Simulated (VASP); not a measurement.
# KTaO3 (Pm-3m) in VASP: further runs

The runs below take KTaO3 through single point, relaxation of cell and atoms, with PBE.

Everything below comes from runs of VASP 6.6.1. Logs are shortened: lines on timing, memory, paths and dates and some standing lists are left out, and cuts for length are marked.

### 1 The cell of the first run

Symmetry: Pm-3m, No. 221, cubic system. The conventional cell has a = 4.024 Å, b = 4.024 Å, c = 4.024 Å, α = 90.00°, β = 90.00°, γ = 90.00°. K (site symmetry m-3m) has 12 O at 2.85 Å and 8 Ta at 3.49 Å within 3.7 Å. Ta (site symmetry m-3m) has 6 O at 2.01 Å within 2.7 Å. O (site symmetry 4/mmm) has 2 Ta at 2.01 Å within 2.7 Å.

### 2 Single point, PBE

INCAR

```
SYSTEM = KTaO3
ALGO = Normal
EDIFF = 1E-6
ENCUT = 520
GGA = PE
ISIF = 2
ISMEAR = -1
LASPH = .TRUE.
LCHARG = .TRUE.
LELF = .TRUE.
LREAL = .FALSE.
LVHAR = .TRUE.
LWAVE = .FALSE.
NBANDS = 27
NELM = 60
PREC = Accurate
SIGMA = 0.01
```

KPOINTS

```
k-points
0
G
  8 8 8
  0 0 0
```

POSCAR

```
KTaO3
1.0
    4.0243806080      0.0000000000      0.0000000000
    0.0000000000      4.0243806080      0.0000000000
    0.0000000000      0.0000000000      4.0243806080
K Ta O
1 1 3
Direct
    0.5000000000      0.5000000000      0.5000000000
    0.0000000000      0.0000000000      0.0000000000
    0.5000000000      0.0000000000      0.0000000000
    0.0000000000      0.5000000000      0.0000000000
    0.0000000000      0.0000000000      0.5000000000
```

Potentials or basis: VASP PAW PBE potentials, release 64 (K_sv, Ta_pv, O).

Launch:

```console
cat potpaw_PBE.64/K_sv/POTCAR potpaw_PBE.64/Ta_pv/POTCAR potpaw_PBE.64/O/POTCAR > POTCAR
mpirun -np 1 vasp_std > vasp.out
```

OUTCAR:

```text
SYSTEM = KTaO3
   EDIFF = 1E-6
   ENCUT = 520
   GGA = PE
   ISIF = 2
   ISMEAR = -1
   LASPH = .TRUE.
   LREAL = .FALSE.
   NELM = 60
   PREC = Accurate

 ion  position               nearest neighbor table
   1  0.500  0.500  0.500-   3 2.85   4 2.85   5 2.85   3 2.85   4 2.85   3 2.85   5 2.85   3 2.85
                             4 2.85   5 2.85   4 2.85   5 2.85   2 3.49   2 3.49   2 3.49   2 3.49
   2  0.000  0.000  0.000-   3 2.01   4 2.01   5 2.01   5 2.01   4 2.01   3 2.01   1 3.49   1 3.49
                             1 3.49   1 3.49   1 3.49   1 3.49   1 3.49   1 3.49
   3  0.500  0.000  0.000-   2 2.01   2 2.01   1 2.85   1 2.85   1 2.85   1 2.85
   4  0.000  0.500  0.000-   2 2.01   2 2.01   1 2.85   1 2.85   1 2.85   1 2.85
   5  0.000  0.000  0.500-   2 2.01   2 2.01   1 2.85   1 2.85   1 2.85   1 2.85

  LATTYP: Found a simple cubic cell.
 ALAT       =     4.0243806080

  Lattice vectors:

 A1 = (   4.0243806080,   0.0000000000,   0.0000000000)
 A2 = (   0.0000000000,   4.0243806080,   0.0000000000)
 A3 = (   0.0000000000,   0.0000000000,   4.0243806080)

Analysis of symmetry for initial positions (statically):
=====================================================================
 Subroutine PRICEL returns:
 Original cell was already a primitive cell.

 Routine SETGRP: Setting up the symmetry group for a
 simple cubic supercell.

 Subroutine GETGRP returns: Found 48 space group operations
 (whereof 48 operations were pure point group operations)
 out of a pool of 48 trial point group operations.

The static configuration has the point symmetry O_h .

Analysis of symmetry for dynamics (positions and initial velocities):
=====================================================================
 Subroutine PRICEL returns:
 Original cell was already a primitive cell.

 Routine SETGRP: Setting up the symmetry group for a
 simple cubic supercell.

 Subroutine GETGRP returns: Found 48 space group operations
 (whereof 48 operations were pure point group operations)
 out of a pool of 48 trial point group operations.

The dynamic configuration has the point symmetry O_h .

 Subroutine INISYM returns: Found 48 space group operations
 (whereof 48 operations are pure point group operations),
 and found     1 'primitive' translations

----------------------------------------------------------------------------------------

                                     Primitive cell

[... 97 lines left out ...]
   LREAL  =      F    real-space projection
   EDIFFG = 0.1E-04   stopping-criterion for IOM
   NSW    =      0    number of steps for IOM
   IBRION =     -1    ionic relax: 0-MD 1-quasi-New 2-CG
   NFREE  =      0    steps in history (QN), initial steepest desc. (CG)
   ISIF   =      2    stress and relaxation
   ISYM   =      2    0-nonsym 1-usesym 2-fastsym
   POTIM  = 0.5000    time-step for ionic-motion
   TEBEG  =    0.0;   TEEND  =   0.0 temperature during run
   PSTRESS=    0.0 pullay stress
   NELECT =      38.0000    total number of electrons
   NUPDOWN=      -1.0000    fix difference up-down
   EMIN   =  10.00;   EMAX   =-10.00  energy-range for DOS
   EFERMI =   0.00;   METHOD = LEGACY
   ISMEAR =    -1;   SIGMA  =   0.01  broadening in eV -4-tet -1-fermi 0-gaus
   EFERMI_NEDOS =   21; number of points for ismear=-14 and -15
   IALGO  =     38    algorithm
   IMIX   =      4    mixing-type and parameters
     AMIX     =   0.40;   BMIX     =  1.00
     AMIX_MAG =   1.60;   BMIX_MAG =  1.00
  volume/ion in A,a.u.               =      13.04        87.97
  Fermi-wavevector in a.u.,A,eV,Ry     =   1.367635  2.584456 25.448697  1.870426
  Thomas-Fermi vector in A             =   2.493670
   LORBIT       =      0    0 simple, 1 ext, 2 COOP (PROOUT), +10 PAW based schemes
   GGA     = PE    functional components
   LHFCALC =     F    Hartree Fock is set to
   AEXX    =    0.0000 exact exchange contribution
   IVDW    =     0    specifies the selected vdW correction
   LEPSILON=     F    determine dielectric tensor
   LRPA    =     F    only Hartree local field effects (RPA)
 non-spin polarized calculation
  energy-cutoff  :      520.00
  volume of cell :       65.18
 maximum number of plane-waves:      1775
 NGX is ok and might be reduce to    30
   NGX = 15   NGY = 15   NGZ = 15

 number of electron      37.9999979 magnetization

 Free energy of the ion-electron system (eV)
  ---------------------------------------------------
  ext. energy  EPLUGINS =         0.00000000
  ---------------------------------------------------
  free energy    TOTEN  =       -41.06750544 eV

  energy without entropy =      -41.06750544  energy(sigma->0) =      -41.06750544

 E-fermi :   1.9362     XC(G=0): -10.7338

 val. band max:        1.6191834175   @ k =   0.5000   0.5000   0.5000
 cond. band min:       3.7347793816   @ k =   0.0000   0.0000   0.0000
 fundamental gap:      2.1155959641
 Fermi energy:         1.9362152446

 k-point     1 :       0.0000    0.0000    0.0000
  band No.  band energies     occupation
      1     -32.6266      2.00000
      2     -32.6266      2.00000
      3     -32.6266      2.00000
      4     -25.7274      2.00000
      5     -15.8342      2.00000
      6     -15.1369      2.00000
[... 709 lines left out ...]
     26      12.2606      0.00000
     27      12.2730      0.00000

 [... further k-points ...]

------------------------ aborting loop because EDIFF is reached ----------------------------------------

  FORCE on cell =-STRESS in cart. coord.  units (eV):
  Direction    XX          YY          ZZ          XY          YZ          ZX
  --------------------------------------------------------------------------------------
  -------------------------------------------------------------------------------------
  Total        0.2389931      0.2389931      0.2389931     -0.0000000      0.0000000     -0.0000000
  in kB        5.8748767      5.8748767      5.8748767     -0.0000000      0.0000000     -0.0000000
  external PRESSURE =       5.8748767 kB  Pullay stress =       0.0000000 kB

 VOLUME and BASIS-vectors are now :
 -----------------------------------------------------------------------------
  energy-cutoff  :      520.00
  volume of cell :       65.18
      direct lattice vectors                 reciprocal lattice vectors
     4.024380608  0.000000000  0.000000000     0.248485443  0.000000000  0.000000000
     0.000000000  4.024380608  0.000000000     0.000000000  0.248485443  0.000000000
     0.000000000  0.000000000  4.024380608     0.000000000  0.000000000  0.248485443

 POSITION                                       TOTAL-FORCE (eV/Angst)
 -----------------------------------------------------------------------------------
      2.01219      2.01219      2.01219         0.000000      0.000000      0.000000
      0.00000      0.00000      0.00000         0.000000      0.000000      0.000000
      2.01219      0.00000      0.00000         0.000000      0.000000      0.000000
      0.00000      2.01219      0.00000         0.000000      0.000000      0.000000
      0.00000      0.00000      2.01219         0.000000      0.000000      0.000000
 -----------------------------------------------------------------------------------
    total drift:                                0.000000     -0.000000      0.000000

  FREE ENERGIE OF THE ION-ELECTRON SYSTEM (eV)
  ---------------------------------------------------
  free  energy   TOTEN  =       -41.0675054425 eV

  energy  without entropy=      -41.0675054425  energy(sigma->0) =      -41.06750544
```

OSZICAR:

```text
N       E                     dE             d eps       ncg     rms          rms(c)
DAV:   1     0.323365140899E+03    0.32337E+03   -0.20708E+04  1890   0.141E+03
DAV:   2    -0.305305527737E+02   -0.35390E+03   -0.34462E+03  2292   0.403E+02
DAV:   3    -0.491762446121E+02   -0.18646E+02   -0.18565E+02  2688   0.892E+01
DAV:   4    -0.497348532019E+02   -0.55861E+00   -0.55772E+00  3076   0.102E+01
DAV:   5    -0.497388918027E+02   -0.40386E-02   -0.40380E-02  2452   0.867E-01    0.323E+01
DAV:   6    -0.413140513559E+02    0.84248E+01   -0.35356E+01  2274   0.393E+01    0.123E+01
DAV:   7    -0.411393612853E+02    0.17469E+00   -0.19558E+00  2431   0.865E+00    0.885E+00
DAV:   8    -0.410952679116E+02    0.44093E-01   -0.46842E-01  2226   0.566E+00    0.325E+00
DAV:   9    -0.410698578039E+02    0.25410E-01   -0.41728E-02  2277   0.163E+00    0.593E-01
DAV:  10    -0.410675698992E+02    0.22879E-02   -0.17748E-02  2529   0.829E-01    0.132E-01
DAV:  11    -0.410674782096E+02    0.91690E-04   -0.14553E-03  2507   0.241E-01    0.352E-02
DAV:  12    -0.410674953964E+02   -0.17187E-04   -0.74601E-05  2427   0.726E-02    0.134E-02
DAV:  13    -0.410675052255E+02   -0.98291E-05   -0.13392E-05  2553   0.249E-02    0.368E-03
DAV:  14    -0.410675054425E+02   -0.21701E-06   -0.74386E-07  1979   0.518E-03
   1 F= -.41067505E+02 E0= -.41067505E+02  d E =-.170762E-15
```

Wall time 1.7 min (1 thread of AMD EPYC 7R13, shared host); peak memory 0.18 GiB.

Results:

```yaml
Free_energy: -41.0675 eV
Pressure: 0.6 GPa
Band_gap_on_the_k_mesh: 2.12 eV (least direct gap 2.75 eV)
```

Caveat: spin-orbit coupling is left out, which moves the levels of the heavy elements. Expect the measured gap to be larger: semilocal functionals such as PBE lack the derivative discontinuity.

### 3 Relaxation of cell and atoms, PBE

This run uses another cell than the first one, of 12.69 Å³/atom.

INCAR

```
SYSTEM = KTaO3
ALGO = Normal
EDIFF = 1E-7
EDIFFG = -0.01
ENCUT = 600
GGA = PE
IBRION = 2
ISIF = 3
ISMEAR = -1
LASPH = .True.
LCHARG = .False.
LREAL = .False.
LWAVE = .False.
NELM = 60
NSW = 80
PREC = Accurate
SIGMA = 0.01
```

KPOINTS

```
k-points
0
Gamma
  8 8 8
  0 0 0
```

POSCAR: that of step 2 with these lines changed.

```diff
@@ -2,5 +2,5 @@
 1.0
-    4.0243806080      0.0000000000      0.0000000000
-    0.0000000000      4.0243806080      0.0000000000
-    0.0000000000      0.0000000000      4.0243806080
+    3.9883000000      0.0000000000      0.0000000000
+    0.0000000000      3.9883000000      0.0000000000
+    0.0000000000      0.0000000000      3.9883000000
 K Ta O
```

Potentials or basis: VASP PAW PBE potentials, release 64 (K_sv, Ta_pv, O).

Launch:

```console
cat potpaw_PBE.64/K_sv/POTCAR potpaw_PBE.64/Ta_pv/POTCAR potpaw_PBE.64/O/POTCAR > POTCAR
mpirun -np 1 vasp_std > vasp.out
```

OUTCAR:

```text
SYSTEM = KTaO3
   EDIFF = 1E-7
   EDIFFG = -0.01
   ENCUT = 600
   GGA = PE
   IBRION = 2
   ISIF = 3
   ISMEAR = -1
   LASPH = .True.
   LREAL = .False.
   NELM = 60
   NSW = 80
   PREC = Accurate

 ion  position               nearest neighbor table
   1  0.500  0.500  0.500-   3 2.82   4 2.82   5 2.82   3 2.82   4 2.82   3 2.82   5 2.82   3 2.82
                             4 2.82   5 2.82   4 2.82   5 2.82   2 3.45   2 3.45   2 3.45   2 3.45
   2  0.000  0.000  0.000-   3 1.99   4 1.99   5 1.99   5 1.99   4 1.99   3 1.99   1 3.45   1 3.45
                             1 3.45   1 3.45   1 3.45   1 3.45   1 3.45   1 3.45
   3  0.500  0.000  0.000-   2 1.99   2 1.99   1 2.82   1 2.82   1 2.82   1 2.82
   4  0.000  0.500  0.000-   2 1.99   2 1.99   1 2.82   1 2.82   1 2.82   1 2.82
   5  0.000  0.000  0.500-   2 1.99   2 1.99   1 2.82   1 2.82   1 2.82   1 2.82

  LATTYP: Found a simple cubic cell.
 ALAT       =     3.9883000000

[... 272 lines left out ...]

  energy without entropy =      -41.07208080  energy(sigma->0) =      -41.07208080

 E-fermi :   1.8870     XC(G=0): -10.7203

 val. band max:        1.6003629867   @ k =   0.5000   0.5000   0.5000
 cond. band min:       3.7116391071   @ k =   0.0000   0.0000   0.0000
 fundamental gap:      2.1112761204
 Fermi energy:         1.8870235082

 k-point     1 :       0.0000    0.0000    0.0000
  band No.  band energies     occupation
      1     -32.6557      2.00000
      2     -32.6557      2.00000
      3     -32.6557      2.00000
      4     -25.7471      2.00000
      5     -15.8441      2.00000
      6     -15.1474      2.00000
[... 613 lines left out ...]
     22       7.4506      0.00000
     23       9.5882      0.00000

 [... further k-points ...]

------------------------ aborting loop because EDIFF is reached ----------------------------------------

  FORCE on cell =-STRESS in cart. coord.  units (eV):
  Direction    XX          YY          ZZ          XY          YZ          ZX
  --------------------------------------------------------------------------------------
  -------------------------------------------------------------------------------------
  Total       -0.0166734     -0.0166734     -0.0166734      0.0000000      0.0000000      0.0000000
  in kB       -0.4088139     -0.4088139     -0.4088139      0.0000000      0.0000000      0.0000000
  external PRESSURE =      -0.4088139 kB  Pullay stress =       0.0000000 kB
[... 20 lines left out ...]
  FREE ENERGIE OF THE ION-ELECTRON SYSTEM (eV)
  ---------------------------------------------------
  free  energy   TOTEN  =       -41.0720808044 eV

  energy  without entropy=      -41.0720808044  energy(sigma->0) =      -41.07208080

 reached required accuracy - stopping structural energy minimisation
```

CONTCAR:

```text
KTaO3
   1.00000000000000
     4.0278192532312032   -0.0000000000000000   -0.0000000000000000
    -0.0000000000000000    4.0278192532312032   -0.0000000000000000
    -0.0000000000000000   -0.0000000000000000    4.0278192532312032
  K               Ta              O
     1     1     3
Direct
     0.5000000000000000    0.5000000000000000    0.5000000000000000
     0.0000000000000000    0.0000000000000000    0.0000000000000000
     0.5000000000000000    0.0000000000000000    0.0000000000000000
     0.0000000000000000    0.5000000000000000    0.0000000000000000
     0.0000000000000000    0.0000000000000000    0.5000000000000000

  0.00000000E+00  0.00000000E+00  0.00000000E+00
  0.00000000E+00  0.00000000E+00  0.00000000E+00
  0.00000000E+00  0.00000000E+00  0.00000000E+00
  0.00000000E+00  0.00000000E+00  0.00000000E+00
  0.00000000E+00  0.00000000E+00  0.00000000E+00
```

Run time: 3.5 min. Hardware: 1 thread of AMD EPYC 7R13, shared host; peak memory 0.2 GiB.

Results:

```yaml
Free_energy: -41.0721 eV
Relaxed_volume: 13.07 Å³/atom
Relaxed_cell: a = 4.028 Å, b = 4.028 Å, c = 4.028 Å, α = 90.00°, β = 90.00°, γ = 90.00°
Space_group_after_relaxing_to_0.1_Å: Pm-3m (No. 221)
Energy_gained_by_relaxing: 6.8 meV/atom
Ionic_steps: 3
Pressure_after_relaxing: 0.0 GPa
Band_gap_on_the_k_mesh: 2.11 eV (least direct gap 2.74 eV)
```

The path:
| step | energy change (eV) | largest force (eV/Å) | pressure (GPa) | volume (Å³) |
| --- | --- | --- | --- | --- |
| 1 | 0.0000 | 0.0000 | 5.90 | 63.44 |
| 2 | 0.0186 | 0.0000 | -6.49 | 67.83 |
| 3 | -0.0339 | 0.0000 | -0.04 | 65.34 |

Final structure:
```yaml
crystal:
  lattice:
    - [4.02782, 0.00000, 0.00000]
    - [0.00000, 4.02782, 0.00000]
    - [0.00000, 0.00000, 4.02782]
  atoms:
    - { symbol: K, position: [0.50000, 0.50000, 0.50000] }
    - { symbol: Ta, position: [0.00000, 0.00000, 0.00000] }
    - { symbol: O, position: [0.50000, 0.00000, 0.00000] }
    - { symbol: O, position: [0.00000, 0.50000, 0.00000] }
    - { symbol: O, position: [0.00000, 0.00000, 0.50000] }
```

Caveat: spin-orbit coupling is left out, which moves the levels of the heavy elements. Zero-point motion and thermal expansion aren't in these numbers.
